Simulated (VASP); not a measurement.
Here is a VASP 6.6.1 calculation.

INCAR

```
  ALGO = Normal
  EDIFF = 1E-7
  ENCUT = 520
  ISIF = 2
  ISMEAR = -1
  LASPH = T
  LCHARG = F
  LREAL = F
  LWAVE = F
  NBANDS = 16
  NELM = 100
  PREC = Accurate
  SIGMA = 0.05
```

KPOINTS

```
k-points
0
Gamma
  4 4 4
```

The input POSCAR:

```
AgO
1.0
    3.4054260000      0.0000000000      0.0000000000
    1.7027130000      2.9491854267      0.0000000000
    1.7027130000      0.9830618089      2.7805186856
Ag O
1 1
Direct
    0.0000000000      0.0000000000      0.0000000000
    0.2500000000      0.2500000000      0.2500000000
```

Potentials or basis: VASP PAW LDA potentials, release 64 (Ag, O).

Launch:

```console
$ cat potpaw_LDA.64/Ag/POTCAR potpaw_LDA.64/O/POTCAR > POTCAR
$ mpirun -np 1 vasp_std > vasp.out
```

**Question.** Estimate the pressure.

**Answer.** 5.8 GPa.

Caveat: the k points lie up to 0.56 Å⁻¹ apart; an odd number of electrons without spin polarisation forces a metal; a magnetic or distorted state may lie lower.
